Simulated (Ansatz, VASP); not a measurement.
**One calculation of Yb, two programs**

```
Yb
1.0
     0.00000    2.74310    2.74310
     2.74310    0.00000    2.74310
     2.74310    2.74310    0.00000
Yb
1
Direct
  0.00000 0.00000 0.00000
```

Alike in both runs: task electric field gradients; functional LDA; k mesh 12 × 12 × 12; occupations fermi-dirac, width 0.05 eV; no spin polarisation.

|  | VASP | Ansatz |
| --- | --- | --- |
| version | VASP 6.6.1 | Ansatz 0.2.0 |
| potentials or method | VASP PAW PBE potentials, release 64 (Yb) | PAW with Ansatz's default frozen-core files, scalar-relativistic |
| plane-wave cutoff (eV) | 520 | 420 |
| valence electrons in the cell | 24 | 24 |

```tsv
	VASP	Ansatz	Ansatz less VASP
pressure (GPa)	-4.7	-4.5	+0.23
```

VASP's potentials were made for PBE, not for LDA. LDA's correlation is that of Perdew and Zunger in VASP and of Perdew and Wang (1992) in Ansatz.

Spin-orbit coupling is off throughout.
